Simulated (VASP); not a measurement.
# HfH2 (I4/mmm) in VASP: further runs

Runs on HfH2. Level: PBEsol. Tasks: single point.

All numbers are computed with VASP 6.6.1; they aren't measurements. Logs are shortened: lines on timing, memory, paths and dates and some standing lists are left out, and cuts for length are marked.

### Step 1. The cell of the first run

Symmetry: I4/mmm, No. 139, tetragonal system. Conventional cell: a = 3.493 Å, b = 3.493 Å, c = 3.987 Å, α = 90.00°, β = 90.00°, γ = 90.00°. Within 2.7 Å of Hf (site symmetry 4/mmm) lie 8 H at 2.01 Å. Within 2.6 Å of H (site symmetry -4m2) lie 6 H at 1.99 to 2.47 Å and 4 Hf at 2.01 Å.

### Step 2. Single point, PBEsol (strained)

File INCAR:

```
  PREC = Accurate
  ENCUT = 520
  EDIFF = 1E-7
  ISMEAR = 0
  SIGMA = 0.1
  LREAL = F
  LASPH = T
  NELM = 100
  ALGO = Normal
  ISIF = 2
  LWAVE = F
  LCHARG = F
  GGA = PS
  NBANDS = 13
```

File KPOINTS:

```
Automatic mesh
0
Gamma
  16 16 16
```

File POSCAR:

```
HfH2
1.0
   -1.7464950900      1.7464950900      1.9936529550
    1.7464950900     -1.7464950900      1.9936529550
    1.7464950900      1.7464950900     -1.9936529550
Hf H
1 2
Direct
    0.0000000000      0.0000000000      0.0000000000
    0.7500000000      0.2500000000      0.5000000000
    0.2500000000      0.7500000000      0.5000000000
```

Potentials or basis: VASP PAW PBE potentials, release 64 (Hf_pv, H).

Run with:

```bash
> cat potpaw_PBE.64/Hf_pv/POTCAR potpaw_PBE.64/H/POTCAR > POTCAR
> mpirun -np 1 vasp_std > vasp.out
```

OUTCAR:

```text
PREC = Accurate
   ENCUT = 520
   EDIFF = 1E-7
   ISMEAR = 0
   LREAL = F
   LASPH = T
   NELM = 100
   ISIF = 2
   GGA = PS

 ion  position               nearest neighbor table
   1  0.000  0.000  0.000-   2 2.01   3 2.01   2 2.01   3 2.01   2 2.01   3 2.01   2 2.01   3 2.01

   2  0.750  0.250  0.500-   1 2.01   1 2.01   1 2.01   1 2.01
   3  0.250  0.750  0.500-   1 2.01   1 2.01   1 2.01   1 2.01

  LATTYP: Found a body centered tetragonal cell.
 ALAT       =     3.4929901800
 C/A-ratio  =     1.1415164958

  Lattice vectors:

 A1 = (  -1.7464950900,   1.7464950900,   1.9936529550)
 A2 = (   1.7464950900,  -1.7464950900,   1.9936529550)
 A3 = (   1.7464950900,   1.7464950900,  -1.9936529550)

Analysis of symmetry for initial positions (statically):
=====================================================================
 Subroutine PRICEL returns:
 Original cell was already a primitive cell.

 Routine SETGRP: Setting up the symmetry group for a
 body centered tetragonal supercell.

 Subroutine GETGRP returns: Found 16 space group operations
 (whereof 16 operations were pure point group operations)
 out of a pool of 16 trial point group operations.

The static configuration has the point symmetry D_4h.

Analysis of symmetry for dynamics (positions and initial velocities):
=====================================================================
 Subroutine PRICEL returns:
 Original cell was already a primitive cell.

 Routine SETGRP: Setting up the symmetry group for a
 body centered tetragonal supercell.

 Subroutine GETGRP returns: Found 16 space group operations
 (whereof 16 operations were pure point group operations)
 out of a pool of 16 trial point group operations.

The dynamic configuration has the point symmetry D_4h.

 Subroutine INISYM returns: Found 16 space group operations
 (whereof 16 operations are pure point group operations),
 and found     1 'primitive' translations

----------------------------------------------------------------------------------------

                                     Primitive cell

  volume of cell :      24.3245

  direct lattice vectors                    reciprocal lattice vectors
    -1.746495090  1.746495090  1.993652955     0.000000000  0.286287664  0.250795906
     1.746495090 -1.746495090  1.993652955     0.286287664  0.000000000  0.250795906
     1.746495090  1.746495090 -1.993652955     0.286287664  0.286287664  0.000000000

  length of vectors
     3.174136466  3.174136466  3.174136466     0.380603749  0.380603749  0.404871898

[... 95 lines left out ...]
   EMIN   =  10.00;   EMAX   =-10.00  energy-range for DOS
   EFERMI =   0.00;   METHOD = LEGACY
   ISMEAR =     0;   SIGMA  =   0.10  broadening in eV -4-tet -1-fermi 0-gaus
   EFERMI_NEDOS =   21; number of points for ismear=-14 and -15
   IALGO  =     38    algorithm
   IMIX   =      4    mixing-type and parameters
     AMIX     =   0.40;   BMIX     =  1.00
     AMIX_MAG =   1.60;   BMIX_MAG =  1.00
  volume/ion in A,a.u.               =       8.11        54.72
  Fermi-wavevector in a.u.,A,eV,Ry     =   1.293562  2.444477 22.766654  1.673302
  Thomas-Fermi vector in A             =   2.425199
   LORBIT       =      0    0 simple, 1 ext, 2 COOP (PROOUT), +10 PAW based schemes
   GGA     = PS    functional components
   LHFCALC =     F    Hartree Fock is set to
   AEXX    =    0.0000 exact exchange contribution
   IVDW    =     0    specifies the selected vdW correction
   LEPSILON=     F    determine dielectric tensor
   LRPA    =     F    only Hartree local field effects (RPA)
 non-spin polarized calculation
 Gauss-broadening in eV      SIGMA  =   0.10
  energy-cutoff  :      520.00
  volume of cell :       24.32
 maximum number of plane-waves:       688
   NGX = 11   NGY = 11   NGZ = 11

 number of electron      12.0000001 magnetization

 Free energy of the ion-electron system (eV)
  ---------------------------------------------------
  ext. energy  EPLUGINS =         0.00000000
  ---------------------------------------------------
  free energy    TOTEN  =       -18.75570571 eV

  energy without entropy =      -18.75374990  energy(sigma->0) =      -18.75472780

 E-fermi :   5.7217     XC(G=0): -11.9130

 val. band max:        5.6821646592   @ k =  -0.2500  -0.3125   0.1875
 cond. band min:       5.7296895139   @ k =  -0.1875  -0.3750   0.1875
 fundamental gap:      0.0475248547
 Fermi energy:         5.7217293365

 k-point     1 :       0.0000    0.0000    0.0000
  band No.  band energies     occupation
      1     -24.8702      2.00000
      2     -24.8702      2.00000
      3     -24.8011      2.00000
      4      -5.9507      2.00000
      5       4.9546      2.00000
      6       5.3267      2.00000
      7       5.3267      2.00000
      8       6.7248      0.00000
      9       7.0966      0.00000
     10       9.0280      0.00000
     11      17.3390      0.00000
     12      17.3390      0.00000
     13      18.4946      0.00000
[... 354 lines left out ...]
  band No.  band energies     occupation
      1     -24.9022      2.00000
      2     -24.8729      2.00000
      3     -24.8116      2.00000
      4      -5.8088      2.00000
      5       3.8092      2.00000
      6       5.4616      1.99977
      7       6.6242      0.00000
      8       6.7695      0.00000
      9       6.9809      0.00000
     10       8.8572      0.00000
     11      17.2751      0.00000
     12      17.4960      0.00000
     13      18.5088      0.00000

 [... further k-points ...]

------------------------ aborting loop because EDIFF is reached ----------------------------------------

  FORCE on cell =-STRESS in cart. coord.  units (eV):
  Direction    XX          YY          ZZ          XY          YZ          ZX
  --------------------------------------------------------------------------------------
  -------------------------------------------------------------------------------------
  Total        0.5848734      0.5848734      1.3912929      0.0000000      0.0000000      0.0000000
  in kB       38.5237177     38.5237177     91.6399517      0.0000000      0.0000000      0.0000000
  external PRESSURE =      56.2291290 kB  Pullay stress =       0.0000000 kB

 VOLUME and BASIS-vectors are now :
 -----------------------------------------------------------------------------
  energy-cutoff  :      520.00
  volume of cell :       24.32
      direct lattice vectors                 reciprocal lattice vectors
    -1.746495090  1.746495090  1.993652955     0.000000000  0.286287664  0.250795906
     1.746495090 -1.746495090  1.993652955     0.286287664  0.000000000  0.250795906
     1.746495090  1.746495090 -1.993652955     0.286287664  0.286287664  0.000000000

 POSITION                                       TOTAL-FORCE (eV/Angst)
 -----------------------------------------------------------------------------------
      0.00000      0.00000      0.00000         0.000000      0.000000      0.000000
     -0.00000      1.74650      0.99683         0.000000     -0.000000      0.000000
      1.74650     -0.00000      0.99683        -0.000000      0.000000     -0.000000
 -----------------------------------------------------------------------------------
    total drift:                                0.000000      0.000000      0.000000

  FREE ENERGIE OF THE ION-ELECTRON SYSTEM (eV)
  ---------------------------------------------------
  free  energy   TOTEN  =       -18.7557057104 eV

  energy  without entropy=      -18.7537498963  energy(sigma->0) =      -18.75472780
```

It took 2.3 min on 1 thread of AMD EPYC 7R13, shared host; peak memory 0.2 GiB.

What came out:

```yaml
Free_energy: -18.7557 eV
Pressure: 5.6 GPa
Band_gap_on_the_k_mesh: zero (bands 6 and 7 overlap by 0.99 eV)
```

Stress tensor (GPa, compression positive):
```
3.85 0.00 0.00
0.00 3.85 0.00
0.00 0.00 9.16
```

Caveat: the cell differs from its parent crystal (strained); the stress differs along the axes, from 4 to 9 GPa; the PAW data sets were made with another functional, which shifts forces and pressure a little; spin-orbit coupling is left out, which moves the levels of the heavy elements.

### Step 3. Single point, PBEsol (strained)

File INCAR:

```
SYSTEM = HfH2
ALGO = Normal ; EDIFF = 1E-6
ENCUT = 520 ; GGA = PS
ISIF = 2 ; ISMEAR = 0
LASPH = .TRUE. ; LCHARG = .TRUE.
LELF = .TRUE. ; LREAL = .FALSE.
LVHAR = .TRUE. ; LWAVE = .FALSE.
NBANDS = 13 ; NELM = 80
PREC = Accurate ; SIGMA = 0.1
```

File KPOINTS:

```
k-points
0
G
  16 16 16
  0 0 0
```

File POSCAR:

```
HfH2
1.0
   -1.7583724600      1.7583724600      2.0739607700
    1.7583724600     -1.7583724600      2.0739607700
    1.7583724600      1.7583724600     -2.0739607700
Hf H
1 2
Direct
    0.0000000000      0.0000000000      0.0000000000
    0.7500000000      0.2500000000      0.5000000000
    0.2500000000      0.7500000000      0.5000000000
```

Potentials or basis: VASP PAW PBE potentials, release 64 (Hf_pv, H).

Run with:

```bash
> cat potpaw_PBE.64/Hf_pv/POTCAR potpaw_PBE.64/H/POTCAR > POTCAR
> mpirun -np 1 vasp_std > vasp.out
```

OUTCAR:

```text
SYSTEM = HfH2
   EDIFF = 1E-6
   ENCUT = 520
   GGA = PS
   ISIF = 2
   ISMEAR = 0
   LASPH = .TRUE.
   LREAL = .FALSE.
   NELM = 80
   PREC = Accurate

 ion  position               nearest neighbor table
   1  0.000  0.000  0.000-   2 2.04   3 2.04   2 2.04   3 2.04   2 2.04   3 2.04   2 2.04   3 2.04

   2  0.750  0.250  0.500-   1 2.04   1 2.04   1 2.04   1 2.04
   3  0.250  0.750  0.500-   1 2.04   1 2.04   1 2.04   1 2.04

  LATTYP: Found a body centered tetragonal cell.
[... 579 lines left out ...]

  FORCE on cell =-STRESS in cart. coord.  units (eV):
  Direction    XX          YY          ZZ          XY          YZ          ZX
  --------------------------------------------------------------------------------------
  -------------------------------------------------------------------------------------
  Total       -0.5668154     -0.5668154     -0.0591726      0.0000000      0.0000000      0.0000000
  in kB      -35.4054337    -35.4054337     -3.6961420      0.0000000      0.0000000      0.0000000
  external PRESSURE =     -24.8356698 kB  Pullay stress =       0.0000000 kB

 VOLUME and BASIS-vectors are now :
 -----------------------------------------------------------------------------
  energy-cutoff  :      520.00
  volume of cell :       25.65
      direct lattice vectors                 reciprocal lattice vectors
    -1.758372460  1.758372460  2.073960770     0.000000000  0.284353862  0.241084599
     1.758372460 -1.758372460  2.073960770     0.284353862  0.000000000  0.241084599
     1.758372460  1.758372460 -2.073960770     0.284353862  0.284353862  0.000000000

 POSITION                                       TOTAL-FORCE (eV/Angst)
 -----------------------------------------------------------------------------------
      0.00000      0.00000      0.00000        -0.000000     -0.000000     -0.000000
      0.00000      1.75837      1.03698        -0.000000      0.000000     -0.000000
      1.75837      0.00000      1.03698         0.000000     -0.000000      0.000000
 -----------------------------------------------------------------------------------
    total drift:                                0.000000      0.000000      0.000000

  FREE ENERGIE OF THE ION-ELECTRON SYSTEM (eV)
  ---------------------------------------------------
  free  energy   TOTEN  =       -18.7828556507 eV

  energy  without entropy=      -18.7804951524  energy(sigma->0) =      -18.78167540
```

Wall time 2.5 min (1 thread of AMD EPYC 7R13, shared host); peak memory 0.21 GiB.

What came out:

```
Free energy            : -18.7829 eV
Pressure               : -2.5 GPa
Band gap on the k mesh : zero (bands 6 and 7 overlap by 1.06 eV)
```

Stress tensor (GPa, compression positive):
```
-3.54  0.00  0.00
 0.00 -3.54  0.00
 0.00  0.00 -0.37
```

Caveat: the cell differs from its parent crystal (strained); the PAW data sets were made with another functional, which shifts forces and pressure a little; spin-orbit coupling is left out, which moves the levels of the heavy elements.

The gap in the log of VASP goes by the Fermi energy; the results here count the filled bands.